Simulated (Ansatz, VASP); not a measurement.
# Two plane-wave programs on Mo

```
Mo
1.0
    -1.62608    1.62608    1.62608
     1.62608   -1.62608    1.62608
     1.62608    1.62608   -1.62608
Mo
1
Direct
  0.00000 0.00000 0.00000
```

Alike in both runs: task single point; functional PBEsol; k mesh 23 × 23 × 23; occupations fermi-dirac, width 0.1 eV; no spin polarisation.

|  | VASP | Ansatz |
| --- | --- | --- |
| version | VASP 6.6.1 | Ansatz 0.2.0 |
| potentials or method | VASP PAW PBE potentials, release 64 (Mo_sv), cutoff 520 eV | plane waves (420 eV) with PAW, scalar-relativistic |
| valence electrons in the cell | 14 | 14 |

|  | VASP | Ansatz | Ansatz less VASP |
| --- | --- | --- | --- |
| pressure (GPa) | -24.9 | -25.2 | -0.32 |

VASP's potentials were made for PBE, not for PBEsol, and Ansatz warns of the same on its side.
